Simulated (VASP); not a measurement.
# Si2Mo in VASP: further runs

The runs below take Si2Mo through single point, with PBEsol.

Program: VASP 6.6.1. These are calculated values, not measurements. Logs are shortened: lines on timing, memory, paths and dates and some standing lists are left out, and cuts for length are marked.

### 1 The cell of the first run

It takes space group I4/mmm (No. 139, tetragonal). Conventional cell: a = 3.202 Å, b = 3.202 Å, c = 7.704 Å, α = 90.00°, β = 90.00°, γ = 90.00°. Si (site symmetry 4mm) has 9 Si at 2.54 to 3.20 Å and 5 Mo at 2.58 to 2.60 Å within 3.4 Å. Within 3.4 Å of Mo (site symmetry 4/mmm) lie 10 Si at 2.58 to 2.60 Å and 4 Mo at 3.20 Å.

### 2 Single point, PBEsol (uniaxial strain along c: -1.5 %)

INCAR

```
SYSTEM = Si2Mo
  ALGO = Normal
  EDIFF = 1E-7
  ENCUT = 520
  GGA = PS
  ISIF = 2
  ISMEAR = 0
  LASPH = .TRUE.
  LCHARG = .FALSE.
  LREAL = .FALSE.
  LWAVE = .FALSE.
  NBANDS = 31
  NELM = 80
  PREC = Accurate
  SIGMA = 0.1
```

KPOINTS

```
k-points
0
G
  12 12 6
  0 0 0
```

POSCAR

```
Si2Mo
1.0
    3.2020329357      0.0000000000      0.0000000000
    0.0000000000      3.2020329357      0.0000000000
    0.0000000000      0.0000000000      7.7040632447
Si Mo
4 2
Direct
    0.0000000000      0.0000000000      0.3350596646
    0.5000000000      0.5000000000      0.1649403354
    0.5000000000      0.5000000000      0.8350596646
    0.0000000000      0.0000000000      0.6649403354
    0.0000000000      0.0000000000      0.0000000000
    0.5000000000      0.5000000000      0.5000000000
```

Potentials or basis: VASP PAW PBE potentials, release 64 (Si, Mo_sv).

Run with:

```
cat potpaw_PBE.64/Si/POTCAR potpaw_PBE.64/Mo_sv/POTCAR > POTCAR
mpirun -np 1 vasp_std > vasp.out
```

OUTCAR:

```text
SYSTEM = Si2Mo
   EDIFF = 1E-7
   ENCUT = 520
   GGA = PS
   ISIF = 2
   ISMEAR = 0
   LASPH = .TRUE.
   LREAL = .FALSE.
   NELM = 80
   PREC = Accurate

 ion  position               nearest neighbor table
   1  0.000  0.000  0.335-   4 2.54   5 2.58   6 2.60   6 2.60   6 2.60   6 2.60   2 2.62   2 2.62
                             2 2.62   2 2.62
   2  0.500  0.500  0.165-   3 2.54   6 2.58   5 2.60   5 2.60   5 2.60   5 2.60   1 2.62   1 2.62
                             1 2.62   1 2.62
   3  0.500  0.500  0.835-   2 2.54   6 2.58   5 2.60   5 2.60   5 2.60   5 2.60   4 2.62   4 2.62
                             4 2.62   4 2.62
   4  0.000  0.000  0.665-   1 2.54   5 2.58   6 2.60   6 2.60   6 2.60   6 2.60   3 2.62   3 2.62
                             3 2.62   3 2.62
   5  0.000  0.000  0.000-   1 2.58   4 2.58   3 2.60   2 2.60   2 2.60   3 2.60   2 2.60   3 2.60
                             2 2.60   3 2.60
   6  0.500  0.500  0.500-   2 2.58   3 2.58   1 2.60   4 2.60   1 2.60   4 2.60   1 2.60   4 2.60
                             1 2.60   4 2.60

  LATTYP: Found a simple tetragonal cell.
 ALAT       =     3.2020329357
 C/A-ratio  =     2.4059912560

  Lattice vectors:

 A1 = (   3.2020329357,   0.0000000000,   0.0000000000)
 A2 = (   0.0000000000,   3.2020329357,   0.0000000000)
 A3 = (   0.0000000000,   0.0000000000,   7.7040632447)

Analysis of symmetry for initial positions (statically):
=====================================================================
 Subroutine PRICEL returns following result:

  LATTYP: Found a body centered tetragonal cell.
 ALAT       =     3.2020329357
 C/A-ratio  =     2.4059912560

  Lattice vectors:

 A1 = (   1.6010164679,  -1.6010164678,  -3.8520316223)
 A2 = (  -1.6010164679,   1.6010164678,  -3.8520316224)
 A3 = (   1.6010164679,   1.6010164679,   3.8520316224)

   2 primitive cells build up your supercell.

 Routine SETGRP: Setting up the symmetry group for a
 simple tetragonal supercell.

 Subroutine GETGRP returns: Found 16 space group operations
 (whereof 16 operations were pure point group operations)
 out of a pool of 16 trial point group operations.

The static configuration has the point symmetry D_4h.

Analysis of symmetry for dynamics (positions and initial velocities):
=====================================================================
 Subroutine PRICEL returns following result:

  LATTYP: Found a body centered tetragonal cell.
 ALAT       =     3.2020329357
 C/A-ratio  =     2.4059912560

  Lattice vectors:

 A1 = (   1.6010164679,  -1.6010164678,  -3.8520316223)
 A2 = (  -1.6010164679,   1.6010164678,  -3.8520316224)
 A3 = (   1.6010164679,   1.6010164679,   3.8520316224)

   2 primitive cells build up your supercell.

 Routine SETGRP: Setting up the symmetry group for a
 simple tetragonal supercell.

 Subroutine GETGRP returns: Found 16 space group operations
 (whereof 16 operations were pure point group operations)
 out of a pool of 16 trial point group operations.

The dynamic configuration has the point symmetry D_4h.

 Subroutine INISYM returns: Found 16 space group operations
 (whereof 16 operations are pure point group operations),
 and found     2 'primitive' translations

----------------------------------------------------------------------------------------

                                     Primitive cell

  volume of cell :      39.4949

  direct lattice vectors                    reciprocal lattice vectors
     1.601016468 -1.601016468 -3.852031622     0.312301597  0.000000000 -0.129801634
    -1.601016468  1.601016468 -3.852031622     0.000000000  0.312301597 -0.129801634
     1.601016468  1.601016468  3.852031622     0.312301597  0.312301597  0.000000000

  length of vectors
     4.468182525  4.468182525  4.468182525     0.338202235  0.338202235  0.441661154

  position of ions in fractional coordinates (direct lattice)
     0.664940335  0.664940335  0.000000000
     0.335059665  0.335059665  0.000000000
     0.000000000  0.000000000  0.000000000

  ion indices of the primitive-cell ions
   primitive index   ion index
                 1           1
                 2           4
                 3           5

----------------------------------------------------------------------------------------

 KPOINTS: k-points

Automatic generation of k-mesh.
 Grid dimensions read from file:
 generate k-points for:   12   12    6

 Generating k-lattice:

  Cartesian coordinates                     Fractional coordinates (reciprocal lattice)
     0.026025133  0.000000000  0.000000000     0.083333333  0.000000000  0.000000000
     0.000000000  0.026025133  0.000000000     0.000000000  0.083333333  0.000000000
     0.000000000  0.000000000  0.021633606     0.000000000  0.000000000  0.166666667

  Length of vectors
     0.026025133  0.026025133  0.021633606

  Shift w.r.t. Gamma in fractional coordinates (k-lattice)
     0.000000000  0.000000000  0.000000000

 Subroutine IBZKPT returns following result:
 ===========================================

 Found    112 irreducible k-points:

 Following reciprocal coordinates:
            Coordinates               Weight
  0.000000  0.000000  0.000000      1.000000
  0.083333  0.000000  0.000000      4.000000
  0.166667  0.000000  0.000000      4.000000
  0.250000  0.000000  0.000000      4.000000
  0.333333  0.000000  0.000000      4.000000
  0.416667  0.000000  0.000000      4.000000
[... 16 lines left out ...]
  0.333333  0.333333  0.000000      4.000000
  0.416667  0.333333  0.000000      8.000000
 [... further k-points ...]
   k-points           NKPTS =    112   k-points in BZ     NKDIM =    112   number of bands    NBANDS=     31
   number of dos      NEDOS =    301   number of ions     NIONS =      6
   total plane-waves  NPLWV =  34560
   dimension x,y,z NGX =    24 NGY =   24 NGZ =   60
   dimension x,y,z NGXF=    48 NGYF=   48 NGZF=  120
   ions per type =               4   2
   NGX,Y,Z   is equivalent  to a cutoff of  12.46, 12.46, 12.95 a.u.
   NGXF,Y,Z  is equivalent  to a cutoff of  24.92, 24.92, 25.89 a.u.
 SYSTEM =  Si2Mo
   PREC   = accura    normal or accurate (medium, high low for compatibility)
   ISTART =      0    job   : 0-new  1-cont  2-samecut
   ICHARG =      2    charge: 1-file 2-atom 10-const
   ISPIN  =      1    spin polarized calculation?
   LNONCOLLINEAR =      F non collinear calculations
   LSORBIT =      F    spin-orbit coupling
   LASPH  =      T    aspherical Exc in radial PAW
   ENCUT  =  520.0 eV  38.22 Ry    6.18 a.u.   5.95  5.95 14.32*2*pi/ulx,y,z
   NELM   =     80;   NELMIN=  2; NELMDL= -5     # of ELM steps
   EDIFF  = 0.1E-06   stopping-criterion for ELM
   LREAL  =      F    real-space projection
   EDIFFG = 0.1E-05   stopping-criterion for IOM
   NSW    =      0    number of steps for IOM
   IBRION =     -1    ionic relax: 0-MD 1-quasi-New 2-CG
   NFREE  =      0    steps in history (QN), initial steepest desc. (CG)
   ISIF   =      2    stress and relaxation
   ISYM   =      2    0-nonsym 1-usesym 2-fastsym
   POTIM  = 0.5000    time-step for ionic-motion
   TEBEG  =    0.0;   TEEND  =   0.0 temperature during run
   PSTRESS=    0.0 pullay stress
   NELECT =      44.0000    total number of electrons
   NUPDOWN=      -1.0000    fix difference up-down
   EMIN   =  10.00;   EMAX   =-10.00  energy-range for DOS
   EFERMI =   0.00;   METHOD = LEGACY
   ISMEAR =     0;   SIGMA  =   0.10  broadening in eV -4-tet -1-fermi 0-gaus
   EFERMI_NEDOS =   21; number of points for ismear=-14 and -15
   IALGO  =     38    algorithm
   IMIX   =      4    mixing-type and parameters
     AMIX     =   0.40;   BMIX     =  1.00
     AMIX_MAG =   1.60;   BMIX_MAG =  1.00
  volume/ion in A,a.u.               =      13.16        88.84
  Fermi-wavevector in a.u.,A,eV,Ry     =   1.347003  2.545467 24.686645  1.814417
  Thomas-Fermi vector in A             =   2.474789
   LORBIT       =      0    0 simple, 1 ext, 2 COOP (PROOUT), +10 PAW based schemes
   GGA     = PS    functional components
   LHFCALC =     F    Hartree Fock is set to
   AEXX    =    0.0000 exact exchange contribution
   IVDW    =     0    specifies the selected vdW correction
   LEPSILON=     F    determine dielectric tensor
   LRPA    =     F    only Hartree local field effects (RPA)
 non-spin polarized calculation
 Gauss-broadening in eV      SIGMA  =   0.10
  energy-cutoff  :      520.00
  volume of cell :       78.99
 maximum number of plane-waves:      2154
 NGX is ok and might be reduce to    24
   NGX = 11   NGY = 11   NGZ = 29

 number of electron      44.0000006 magnetization

 Free energy of the ion-electron system (eV)
  ---------------------------------------------------
  ext. energy  EPLUGINS =         0.00000000
  ---------------------------------------------------
  free energy    TOTEN  =       -50.12927681 eV

  energy without entropy =      -50.12679647  energy(sigma->0) =      -50.12803664

 E-fermi :  12.3967     XC(G=0): -12.5966

 val. band max:       12.3822251293   @ k =   0.0833   0.0000   0.3333
 cond. band min:      12.4002945824   @ k =   0.0833   0.0000   0.5000
 fundamental gap:      0.0180694532
 Fermi energy:        12.3967318927

 k-point     1 :       0.0000    0.0000    0.0000
  band No.  band energies     occupation
      1     -48.1504      2.00000
      2     -48.1497      2.00000
      3     -22.3675      2.00000
      4     -22.3381      2.00000
      5     -22.2740      2.00000
      6     -22.2740      2.00000
[... 23 lines left out ...]
     30      17.5839      0.00000
     31      17.8400      0.00000

 k-point     2 :       0.0833    0.0000    0.0000
  band No.  band energies     occupation
      1     -48.1492      2.00000
      2     -48.1484      2.00000
      3     -22.3649      2.00000
      4     -22.3364      2.00000
      5     -22.2918      2.00000
      6     -22.2898      2.00000
[... 23 lines left out ...]
     30      17.7354      0.00000
     31      17.7705      0.00000

 k-point     3 :       0.1667    0.0000    0.0000
  band No.  band energies     occupation
      1     -48.1457      2.00000
      2     -48.1451      2.00000
      3     -22.3574      2.00000
      4     -22.3402      2.00000
      5     -22.3385      2.00000
      6     -22.3319      2.00000
[... 23 lines left out ...]
     30      17.6050      0.00000
     31      17.6219      0.00000

 k-point     4 :       0.2500    0.0000    0.0000
  band No.  band energies     occupation
      1     -48.1410      2.00000
      2     -48.1405      2.00000
      3     -22.4056      2.00000
      4     -22.4043      2.00000
      5     -22.3468      2.00000
      6     -22.3261      2.00000
[... 23 lines left out ...]
     30      17.5654      0.00000
     31      18.6919      0.00000

 k-point     5 :       0.3333    0.0000    0.0000
  band No.  band energies     occupation
      1     -48.1363      2.00000
      2     -48.1359      2.00000
      3     -22.4703      2.00000
      4     -22.4695      2.00000
      5     -22.3356      2.00000
      6     -22.3210      2.00000
[... 23 lines left out ...]
     30      17.7021      0.00000
     31      18.1204      0.00000
[... 542 lines left out ...]
     30      17.1042      0.00000
     31      17.3422      0.00000

 k-point    22 :       0.5000    0.2500    0.0000
  band No.  band energies     occupation
      1     -48.1225      2.00000
      2     -48.1225      2.00000
      3     -22.5135      2.00000
      4     -22.5135      2.00000
      5     -22.3711      2.00000
      6     -22.3711      2.00000
[... 23 lines left out ...]
     30      16.7036      0.00000
     31      18.2722      0.00000

 k-point    23 :       0.3333    0.3333    0.0000
  band No.  band energies     occupation
      1     -48.1226      2.00000
      2     -48.1224      2.00000
      3     -22.4465      2.00000
      4     -22.4434      2.00000
      5     -22.4404      2.00000
      6     -22.4364      2.00000
[... 23 lines left out ...]
     30      16.5237      0.00000
     31      17.7458      0.00000

 k-point    24 :       0.4167    0.3333    0.0000
  band No.  band energies     occupation
      1     -48.1192      2.00000
      2     -48.1191      2.00000
      3     -22.4869      2.00000
      4     -22.4869      2.00000
      5     -22.4349      2.00000
      6     -22.4344      2.00000
[... 23 lines left out ...]
     30      16.7716      0.00000
     31      17.7939      0.00000

 [... further k-points ...]
[... 5 lines left out ...]
  --------------------------------------------------------------------------------------
  -------------------------------------------------------------------------------------
  Total       -0.0587358     -0.0587358      3.9061928      0.0000000     -0.0000000      0.0000000
  in kB       -1.1913567     -1.1913567     79.2305792      0.0000000     -0.0000000      0.0000000
  external PRESSURE =      25.6159553 kB  Pullay stress =       0.0000000 kB

 VOLUME and BASIS-vectors are now :
 -----------------------------------------------------------------------------
  energy-cutoff  :      520.00
  volume of cell :       78.99
      direct lattice vectors                 reciprocal lattice vectors
     3.202032936  0.000000000  0.000000000     0.312301597  0.000000000  0.000000000
     0.000000000  3.202032936  0.000000000     0.000000000  0.312301597  0.000000000
     0.000000000  0.000000000  7.704063245     0.000000000  0.000000000  0.129801634

 POSITION                                       TOTAL-FORCE (eV/Angst)
 -----------------------------------------------------------------------------------
      0.00000      0.00000      2.58132         0.000000      0.000000     -0.030058
      1.60102      1.60102      1.27071         0.000000      0.000000      0.030058
      1.60102      1.60102      6.43335         0.000000      0.000000     -0.030058
      0.00000      0.00000      5.12274        -0.000000     -0.000000      0.030058
      0.00000      0.00000      0.00000        -0.000000      0.000000     -0.000000
      1.60102      1.60102      3.85203        -0.000000     -0.000000     -0.000000
 -----------------------------------------------------------------------------------
    total drift:                                0.000000      0.000000     -0.000000

  FREE ENERGIE OF THE ION-ELECTRON SYSTEM (eV)
  ---------------------------------------------------
  free  energy   TOTEN  =       -50.1292768051 eV

  energy  without entropy=      -50.1267964689  energy(sigma->0) =      -50.12803664
```

It took 85 s on 1 thread of Intel Xeon 6975P-C (Granite Rapids), shared host; peak memory 0.33 GiB.

Results:

* Free energy: -50.1293 eV
* Pressure: 2.6 GPa
* Largest force: 0.030 eV/Å
* Band gap on the k mesh: zero (bands 22 and 23 overlap by 0.87 eV)

Forces on the atoms (eV/Å):
```
Si   0.000  0.000 -0.030
Si   0.000  0.000  0.030
Si   0.000  0.000 -0.030
Si   0.000  0.000  0.030
Mo   0.000  0.000  0.000
Mo   0.000  0.000  0.000
```

Caveat: the cell differs from its parent crystal (uniaxial strain along c: -1.5 %); the PAW data sets were made with another functional, which shifts forces and pressure a little.

(Part 1 of 3 ends here.)
